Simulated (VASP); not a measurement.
MoSe, 2 atoms in the cell. The structure is cubic, space group Fm-3m (No. 225). Conventional cell: a = 5.220 Å, b = 5.220 Å, c = 5.220 Å, α = 90.00°, β = 90.00°, γ = 90.00°. Mo (site symmetry m-3m) has 6 Se at 2.61 Å within 3.4 Å. Se (site symmetry m-3m) has 6 Mo at 2.61 Å within 3.4 Å. 

| Property | Result |
| --- | --- |
| Program | VASP 6.6.1 |
| Task | single point |
| Functional | r2SCAN |
| Potentials or basis | VASP PAW PBE potentials, release 64 (Mo_sv, Se) |
| Cutoff | 520 eV |
| k mesh | 14 × 14 × 14 |
| Occupations | gaussian, width 0.1 eV |
| Spin | no spin polarisation |
| Dipole correction | no |
| Further INCAR settings | ALGO = Normal; EDIFF = 1e-06; NBANDS = 17 |

Potentials or basis: VASP PAW PBE potentials, release 64 (Mo_sv, Se).

Command:

```console
$ cat potpaw_PBE.64/Mo_sv/POTCAR potpaw_PBE.64/Se/POTCAR > POTCAR
$ cp INCAR.step1 INCAR
$ mpirun -np 1 vasp_std > vasp.out
$ cp INCAR.step2 INCAR
$ mpirun -np 1 vasp_std > vasp.out
```

Hardware: 1 thread of AMD EPYC 9R45 96-Core Processor (Zen 5) (shared host).

Q: Estimate the wall time of this run.

A: Run time: 2 min on 1 thread of AMD EPYC 9R45 96-Core Processor (Zen 5) (shared host), peak memory 0.18 GiB. Counts: k points 104.
